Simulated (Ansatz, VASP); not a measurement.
**One calculation of W, two programs**

```
CELL_PARAMETERS angstrom
0.00000 2.09301 1.70350
2.09301 0.00000 1.70350
2.09301 2.09301 0.00000
ATOMIC_POSITIONS crystal
W 0.00000 0.00000 0.00000
```

Alike in both runs: task single point; functional LDA; k mesh 22 × 22 × 22; occupations gaussian, width 0.15 eV; no spin polarisation.

|  | VASP | Ansatz |
| --- | --- | --- |
| version | VASP 6.6.1 | Ansatz 0.2.0 |
| potentials or method | VASP PAW LDA potentials, release 64 (W_sv), cutoff 520 eV | scalar-relativistic, plane waves, PAW |
| valence electrons in the cell | 14 | 14 |

Ansatz gave:

```
gap on the k mesh at the Fermi level (eV)                     : none
pressure (GPa)                                                : 14.4
traceless stress, the component that is largest in VASP (GPa) : -23.84
```

Estimate VASP's values.

gap on the k mesh at the Fermi level (eV): none; pressure (GPa): 16.5; traceless stress, the component that is largest in VASP (GPa): -23.90.

Ansatz warns that its potentials were made for another functional, while VASP's fit it. LDA's correlation is that of Perdew and Zunger in VASP and of Perdew and Wang (1992) in Ansatz. A gap of «none» marks a metal or a gap that the smearing closes.

Spin-orbit coupling is off throughout.
